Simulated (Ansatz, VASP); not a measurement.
**One calculation of LiF, two programs**

INCAR

```
ALGO = Normal
EDIFF = 1E-6
ENCUT = 520
GGA = PE
ISIF = 2
ISMEAR = 0
LASPH = T
LCHARG = T
LELF = T
LREAL = F
LVHAR = T
LWAVE = F
NBANDS = 18
NELM = 100
PREC = Accurate
SIGMA = 0.05
```

Contents of KPOINTS:

```
k-points
0
Gamma
  9 9 6
```

POSCAR

```
LiF
1.0
    3.1259140087      0.0000000000      0.0000000000
   -1.5629570043      2.7071209416      0.0000000000
    0.0000000000      0.0000000000      4.9018781194
Li F
2 2
Direct
    0.3333333333      0.6666666667      0.3912714954
    0.6666666667      0.3333333333      0.8912714954
    0.3333333333      0.6666666667      0.9939266766
    0.6666666667      0.3333333333      0.4939266766
```

Input for Ansatz:

```yaml
crystal:
  lattice:
    - [3.1259140087, 0.0, 0.0]
    - [-1.5629570043, 2.7071209416, 0.0]
    - [0.0, 0.0, 4.9018781194]
  atoms:
    - { symbol: Li, position: [0.3333333333, 0.6666666667, 0.3912714954] }
    - { symbol: Li, position: [0.6666666667, 0.3333333333, 0.8912714954] }
    - { symbol: F, position: [0.3333333333, 0.6666666667, 0.9939266766] }
    - { symbol: F, position: [0.6666666667, 0.3333333333, 0.4939266766] }
basis:
  ecutwfc: 520.0
kpoints:
  mp_grid: { grid: [9, 9, 6] }
hamiltonian:
  xc: pbe
scf:
  occupations: { method: gaussian, width: 0.05 }
output:
  forces: true
  stress: true
  eigenvalues: true
  write_density: true
  write_potential: true
  elf: true
  volumetric_format: npy
```

Alike in both runs: task single point; functional PBE; k mesh 9 × 9 × 6; occupations gaussian, width 0.05 eV; no spin polarisation.

```csv
,VASP,Ansatz
version,VASP 6.6.1,Ansatz 0.2.0
potentials or method,"VASP PAW PBE potentials, release 64 (Li_sv, F), cutoff 520 eV","scalar-relativistic, plane waves, PAW"
valence electrons in the cell,20,20
```

```csv
,VASP,Ansatz,Ansatz less VASP
gap on the k mesh at the Fermi level (eV),7.54,7.55,+0.012
least direct gap on the mesh (eV),7.54,7.55,+0.012
rms of the force components (eV/Å),0.069,0.066,-0.0026
```

Atom by atom the forces differ by 0.003 eV/Å (rms over components).

Noted on VASP's run: the cutoff is short for stress, so the pressure is rough.
